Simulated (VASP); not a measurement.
Write the native input for VASP 6.6.1 that does the following.

* Task: single point
* Functional: PBE
* Potentials or basis: VASP PAW PBE potentials, release 64 (Co)
* Cutoff: 520 eV
* k mesh: 21 × 21 × 11
* Occupations: fermi-dirac, width 0.05 eV
* Spin: collinear spin, ferromagnetic start
* Starting moments: [2.0, 2.0] μB
* Dipole correction: no
* Further INCAR settings: ALGO = Normal; EDIFF = 1e-06; NBANDS = 20

The structure of Co lies in POSCAR:

```
Co
1.0
    2.5383695703      0.0000000000      0.0000000000
   -1.2691847852      2.1982925321      0.0000000000
    0.0000000000      0.0000000000      4.1431127500
Co
2
Direct
    0.3333333333      0.6666666667      0.2500000000
    0.6666666667      0.3333333333      0.7500000000
```

These files were run (other wordings do the same):

INCAR

```
ALGO = Normal
EDIFF = 1E-6
ENCUT = 520
GGA = PE
ISIF = 2
ISMEAR = -1
ISPIN = 2
LASPH = T
LCHARG = F
LMAXMIX = 4
LORBIT = 11
LREAL = F
LWAVE = F
MAGMOM = 2 2
NBANDS = 20
NELM = 150
PREC = Accurate
SIGMA = 0.05
```

KPOINTS

```
k-points
0
Gamma
  21 21 11
```

Potentials or basis: VASP PAW PBE potentials, release 64 (Co).

The run is started by

```bash
$ cat potpaw_PBE.64/Co/POTCAR > POTCAR
$ mpirun -np 1 vasp_std > vasp.out
```

It gave:

- Pressure: -11.8 GPa
- Net moment: 3.32 μB per cell
- Site moments: Co +1.70 μB
- Valence electrons inside the program's atomic spheres: Co 8.16

Caveat: the cell stands under tension.

Run time: 6.8 min on 1 thread of Oxide Virtual Turin-like Processor, with other jobs on the host, peak memory 0.26 GiB.
